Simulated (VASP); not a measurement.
Write the native input for VASP 6.6.1 that does the following.

```
Task                   : single point
Functional             : LDA
Potentials or basis    : VASP PAW LDA potentials, release 64 (Pd, C, O)
Cutoff                 : 520 eV
k mesh                 : 11 × 11 × 1
Occupations            : gaussian, width 0.1 eV
Spin                   : no spin polarisation
Dipole correction      : yes
Further INCAR settings : ALGO = Normal; EDIFF = 1e-06; NBANDS = 34
```

The structure of Pd4CO (Palladium) lies in POSCAR:

```
Pd4CO
1.0
    2.7145474439      0.0000000000      0.0000000000
    0.0000000000      2.7145474439      0.0000000000
    0.0000000000      0.0000000000     25.9084247163
Pd C O
4 1 1
Direct
    0.5000000000      0.5000000000      0.3280786113
    0.0000000000      0.0000000000      0.4021655126
    0.5000000000      0.5000000000      0.4768207462
    0.0000000000      0.0000000000      0.5546582056
    0.0000000000      0.5000000000      0.6110560748
    0.0000000000      0.5000000000      0.6555023433
```

These files were run (other wordings do the same):

INCAR

```
ALGO = Normal ; DIPOL = 0.5 0.5 0.505
EDIFF = 1E-6 ; ENCUT = 520
IDIPOL = 3 ; ISIF = 2
ISMEAR = 0 ; LASPH = True
LCHARG = False ; LDIPOL = True
LREAL = False ; LWAVE = False
NBANDS = 34 ; NELM = 60
PREC = Accurate ; SIGMA = 0.1
```

KPOINTS

```
k-points
0
Gamma
  11 11 1
```

Potentials or basis: VASP PAW LDA potentials, release 64 (Pd, C, O).

The run is started by

```console
$ cat potpaw_LDA.64/Pd/POTCAR potpaw_LDA.64/C/POTCAR potpaw_LDA.64/O/POTCAR > POTCAR
$ mpirun -np 1 vasp_std > vasp.out
```

It gave:

| Quantity | Value |
| --- | --- |
| Largest force | 0.971 eV/Å |
| Band gap on the k mesh | zero (band 25 reaches 0.27 eV, above the bottom of band 26 at -0.68 eV) |

Run time: 9 min on 1 thread of AMD EPYC 7R13 Processor (Zen 3) (shared host), peak memory 0.33 GiB.
